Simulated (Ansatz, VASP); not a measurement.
# ScAl3: VASP beside Ansatz

```xyz
4
Lattice="4.0316 0.0000 0.0000 0.0000 4.0316 0.0000 0.0000 0.0000 4.0316" Properties=species:S:1:pos:R:3 pbc="T T T"
Sc    0.0000    0.0000    0.0000
Al    2.0158    0.0000    2.0158
Al    0.0000    2.0158    2.0158
Al    2.0158    2.0158    0.0000
```

Alike in both runs: functional LDA; k mesh 10 × 10 × 10; occupations gaussian, width 0.1 eV; no spin polarisation.

Ansatz relaxed the structure, and its values are those at the end. VASP's run is a single point on that final structure, the one shown.

```csv
,VASP,Ansatz
version,VASP 6.6.1,Ansatz 0.2.0
potentials or method,"VASP PAW LDA potentials, release 64 (Sc_sv, Al), cutoff 520 eV","scalar-relativistic, plane waves, PAW"
valence electrons in the cell,20,20
```

|  | VASP | Ansatz | Ansatz less VASP |
| --- | --- | --- | --- |
| gap on the k mesh at the Fermi level (eV) | none | none | - |
| pressure (GPa) | 0.1 | 0.0 | -0.17 |

LDA's correlation is that of Perdew and Zunger in VASP and of Perdew and Wang (1992) in Ansatz. A gap of «none» marks a metal or a gap that the smearing closes.
